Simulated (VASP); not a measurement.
Input of a VASP 6.6.1 run:

File INCAR:

```
SYSTEM = In3SbTe2
ALGO     = Normal         ! electronic algorithm
EDIFF    = 1E-6           ! SCF threshold, eV
ENCUT    = 520            ! plane-wave cutoff, eV
GGA      = PE             ! functional
ISIF     = 2              ! what is computed and relaxed
ISMEAR   = 0              ! smearing method
LASPH    = .TRUE.         ! aspherical terms in the spheres
LCHARG   = .TRUE.         ! write CHGCAR
LELF     = .TRUE.         ! ELF
LREAL    = .FALSE.        ! projectors in reciprocal space
LVHAR    = .TRUE.       
LWAVE    = .FALSE.        ! write WAVECAR
NBANDS   = 37             ! bands
NELM     = 80             ! most SCF steps
PREC     = Accurate       ! precision mode
SIGMA    = 0.1            ! smearing width, eV
```

The input KPOINTS:

```
k-points
0
G
  3 3 4
  0 0 0
```

File POSCAR:

```
In3SbTe2
1.0
    6.3161457400      0.0000000000      0.0000000000
   -3.1580728700      5.4699426700      0.0000000000
    0.0000000000      0.0000000000      6.0090670600
In Sb Te
3 1 2
Direct
    0.5000000000      0.0000000000      0.9191321800
    0.0000000000      0.5000000000      0.9191321800
    0.5000000000      0.5000000000      0.9191321800
    0.0000000000      0.0000000000      0.2407854200
    0.3333333300      0.6666666700      0.1837117300
    0.6666666700      0.3333333300      0.1837117300
```

Potentials or basis: VASP PAW PBE potentials, release 64 (In_d, Sb, Te).

Run with:

```sh
$ cat potpaw_PBE.64/In_d/POTCAR potpaw_PBE.64/Sb/POTCAR potpaw_PBE.64/Te/POTCAR > POTCAR
$ mpirun -np 1 vasp_std > vasp.out
```

Q: Predict the largest force.

A: 11.637 eV/Å.

Q: Estimate the pressure.

A: 21.8 GPa.

Q: Estimate the band gap on the k mesh.

A: Zero (bands 28 and 29 overlap by 0.41 eV).

Forces on the atoms (eV/Å):
```
In   0.000  0.000 -7.709
In   0.000  0.000 -7.709
In   0.000  0.000 -7.709
Sb   0.000  0.000 -0.147
Te   0.000  0.000 11.637
Te   0.000  0.000 11.637
```

Caveat: the k points lie up to 0.38 Å⁻¹ apart; spin-orbit coupling is left out, which moves the levels of the heavy elements; forces of over 1 eV/Å act on the atoms, so gaps and moduli don't describe the material at rest.
